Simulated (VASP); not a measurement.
Wanted: the native input for a VASP 6.6.1 run.

- Task: single point
- Functional: r2SCAN
- Potentials or basis: VASP PAW PBE potentials, release 64 (Cu, I)
- Cutoff: 520 eV
- k mesh: 8 × 8 × 8
- Occupations: gaussian, width 0.02 eV
- Spin: no spin polarisation
- Dipole correction: no
- Further INCAR settings: ALGO = Normal; EDIFF = 1e-07; NBANDS = 16

The system is CuI.

```
Cu I
1.0
     0.00000    3.03150    3.03150
     3.03150    0.00000    3.03150
     3.03150    3.03150    0.00000
Cu I
1 1
Direct
  0.25000 0.25000 0.25000
  0.00000 0.00000 0.00000
```

The input as run:

POSCAR

```
CuI
1.0
    0.0000000000      3.0315000000      3.0315000000
    3.0315000000      0.0000000000      3.0315000000
    3.0315000000      3.0315000000      0.0000000000
Cu I
1 1
Direct
    0.2500000000      0.2500000000      0.2500000000
    0.0000000000      0.0000000000      0.0000000000
```

INCAR.step1

```
ALGO     = Normal         # electronic algorithm
EDIFF    = 1E-4           # SCF threshold, eV
ENCUT    = 520            # plane-wave cutoff, eV
GGA      = PE             # functional
ISMEAR   = 0              # smearing method
LASPH    = T              # aspherical terms in the spheres
LCHARG   = F              # write CHGCAR
LREAL    = F              # projectors in reciprocal space
LWAVE    = T              # write WAVECAR
NBANDS   = 16             # bands
NELM     = 60             # most SCF steps
PREC     = Accurate       # precision mode
SIGMA    = 0.02           # smearing width, eV
```

INCAR.step2

```
ALGO     = Normal         # electronic algorithm
EDIFF    = 1E-7           # SCF threshold, eV
ENCUT    = 520            # plane-wave cutoff, eV
ISIF     = 2              # what is computed and relaxed
ISMEAR   = 0              # smearing method
ISTART   = 1            
LASPH    = T              # aspherical terms in the spheres
LCHARG   = F              # write CHGCAR
LMIXTAU  = T            
LREAL    = F              # projectors in reciprocal space
LWAVE    = F              # write WAVECAR
METAGGA  = R2SCAN         # meta-GGA
NBANDS   = 16             # bands
NELM     = 60             # most SCF steps
PREC     = Accurate       # precision mode
SIGMA    = 0.02           # smearing width, eV
```

KPOINTS

```
k-points
0
Gamma
  8 8 8
```

Potentials or basis: VASP PAW PBE potentials, release 64 (Cu, I).

The run is started by

```sh
$ cat potpaw_PBE.64/Cu/POTCAR potpaw_PBE.64/I/POTCAR > POTCAR
$ cp INCAR.step1 INCAR
$ mpirun -np 1 vasp_std > vasp.out
$ cp INCAR.step2 INCAR
$ mpirun -np 1 vasp_std > vasp.out
```

It gave:

The pressure is -0.9 GPa and the band gap on the k mesh is 1.61 eV.

Caveat: the PAW data sets were made with another functional, which shifts forces and pressure a little; spin-orbit coupling is left out, which moves the levels of the heavy elements.

Run time: 110 s on 1 thread of Intel Xeon 8259CL (shared host), peak memory 0.2 GiB.
